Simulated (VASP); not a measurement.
Set up this calculation in VASP 6.6.1, as the native input.

```
Task                   : single point
Functional             : PBE
Potentials or basis    : VASP PAW PBE potentials, release 64 (Al, In_d, As)
Cutoff                 : 520 eV
k mesh                 : 6 × 6 × 6
Occupations            : gaussian, width 0.1 eV
Spin                   : no spin polarisation
Dipole correction      : no
Further INCAR settings : ALGO = Normal; EDIFF = 1e-06; NBANDS = 26
```

The structure of Al2InAs3 lies in POSCAR:

```
Al2InAs3
1.0
   -2.0753395229      2.0753395229      8.8125293219
    2.0753395229     -2.0753395229      8.8125293219
    2.0753395229      2.0753395229     -8.8125293219
Al In As
2 1 3
Direct
    0.6706586409      0.6706586409      0.0000000000
    0.3293413591      0.3293413591      0.0000000000
    0.0000000000      0.0000000000      0.0000000000
    0.9073136435      0.4073136435      0.5000000000
    0.2500000000      0.7500000000      0.5000000000
    0.5926863565      0.0926863565      0.5000000000
```

One way to write it, as run:

INCAR

```
PREC     = Accurate       # precision mode
ENCUT    = 520            # plane-wave cutoff, eV
EDIFF    = 1E-6           # SCF threshold, eV
ISMEAR   = 0              # smearing method
SIGMA    = 0.1            # smearing width, eV
LREAL    = F              # projectors in reciprocal space
LASPH    = T              # aspherical terms in the spheres
NELM     = 60             # most SCF steps
ALGO     = Normal         # electronic algorithm
ISIF     = 2              # what is computed and relaxed
LWAVE    = F              # write WAVECAR
LCHARG   = F              # write CHGCAR
GGA      = PE             # functional
NBANDS   = 26             # bands
```

KPOINTS

```
Automatic mesh
0
Gamma
  6 6 6
```

Potentials or basis: VASP PAW PBE potentials, release 64 (Al, In_d, As).

Launch:

```bash
$ cat potpaw_PBE.64/Al/POTCAR potpaw_PBE.64/In_d/POTCAR potpaw_PBE.64/As/POTCAR > POTCAR
$ mpirun -np 1 vasp_std > vasp.out
```

It gave:

```json
{
 "Pressure": "0.2 GPa",
 "Largest force": "0.004 eV/Å",
 "Band gap on the k mesh": "0.86 eV, direct"
}
```

Caveat: spin-orbit coupling is left out, which moves the levels of the heavy elements.

It took 3.6 min on 1 thread of Intel(R) Xeon(R) 6975P-C (Granite Rapids), with other jobs on the host, peak memory 0.73 GiB.
